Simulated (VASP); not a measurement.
Here is a VASP 6.6.1 calculation.

INCAR

```
PREC     = Accurate       # precision mode
ENCUT    = 500            # plane-wave cutoff, eV
EDIFF    = 1E-6           # SCF threshold, eV
ISMEAR   = 0              # smearing method
SIGMA    = 0.1            # smearing width, eV
LREAL    = False          # projectors in reciprocal space
LASPH    = True           # aspherical terms in the spheres
NELM     = 120            # most SCF steps
ALGO     = Normal         # electronic algorithm
ISIF     = 2              # what is computed and relaxed
LWAVE    = False          # write WAVECAR
LCHARG   = False          # write CHGCAR
GGA      = PE             # functional
NBANDS   = 16             # bands
GGA_COMPAT= False
```

Contents of KPOINTS:

```
Automatic mesh
0
Gamma
  12 12 12
```

Contents of POSCAR:

```
InAs
1.0
    0.0000000000      2.9279777901      2.9279777901
    2.9279777901      0.0000000000      2.9279777901
    2.9279777901      2.9279777901      0.0000000000
In As
1 1
Direct
    0.0000000000      0.0000000000      0.0000000000
    0.5000000000      0.5000000000      0.5000000000
```

Potentials or basis: VASP PAW PBE potentials, release 64 (In_d, As).

Run with:

```sh
$ cat potpaw_PBE.64/In_d/POTCAR potpaw_PBE.64/As/POTCAR > POTCAR
$ mpirun -np 1 vasp_std > vasp.out
```

Question: Estimate the pressure.

Answer: -2.9 GPa.

Question: Estimate the band gap on the k mesh.

Answer: Zero (bands 9 and 10 overlap by 2.42 eV).

Caveat: the cell differs from its parent crystal (P replaced by As, lengths x 1.029, strained); spin-orbit coupling is left out, which moves the levels of the heavy elements.
